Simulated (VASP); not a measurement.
Crystal: P.

```xyz
4
Lattice="1.6255 -5.3912 0.0000 1.6255 5.3912 0.0000 0.0000 0.0000 4.4822" Properties=species:S:1:pos:R:3 pbc="T T T"
P     1.6255   -4.3576    2.6392
P     1.6255    4.3576    1.8430
P     1.6255   -1.0336    0.3981
P     1.6255    1.0336    4.0841
```

Base run:

| Property | Result |
| --- | --- |
| Program | VASP 6.6.1 |
| Functional | BLYP |
| Potentials or basis | VASP PAW PBE potentials, release 64 (P) |
| Cutoff | 500 eV |
| k mesh | 8 × 8 × 6 |
| Occupations | fermi-dirac, width 0.05 eV |
| Spin | no spin polarisation |

Its results: band gap on the k mesh 0.14 eV; pressure 9.9 GPa; largest force 0.786 eV/Å.

Question: The run is repeated on the same cell with these changes: functional from BLYP to SVWN5. What comes out?

Answer: Band gap on the k mesh 0.07 eV; pressure 1.4 GPa; largest force 0.569 eV/Å.

SVWN5 binds more tightly than BLYP, so the same cell stands under less pressure.

Caveats: the PAW data sets were made with another functional, which shifts forces and pressure a little; the cell stands under pressure (at least some runs).

A k mesh can miss the band edges.
